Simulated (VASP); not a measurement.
Tc:

```
Tc
1.0
     2.77606    0.00000    0.00000
    -1.38803    2.40414    0.00000
     0.00000    0.00000    4.45588
Tc
2
Direct
  0.66667 0.33333 0.75000
  0.33333 0.66667 0.25000
```

Base run:

| Item | Value |
| --- | --- |
| Program | VASP 6.6.1 |
| Functional | PBE |
| Potentials or basis | VASP PAW PBE potentials, release 64 (Tc_pv) |
| Cutoff | 520 eV |
| k mesh | 11 × 11 × 6 |
| Occupations | fermi-dirac, width 0.05 eV |
| Spin | no spin polarisation |

Its results: band gap on the k mesh zero (band 13 reaches 13.36 eV, above the bottom of band 14 at 10.42 eV); pressure -9.0 GPa.

The run is repeated on the same cell with these changes: functional from PBE to PBEsol; further incar settings from ALGO = Normal; EDIFF = 1e-06; NBANDS = 20 to ALGO = Fast; EDIFF = 1e-06; NBANDS = 20. What comes out?

Band gap on the k mesh zero (band 13 reaches 13.23 eV, above the bottom of band 14 at 10.28 eV); pressure -17.8 GPa.

Caveats: the PAW data sets were made with another functional, which shifts forces and pressure a little (some runs).
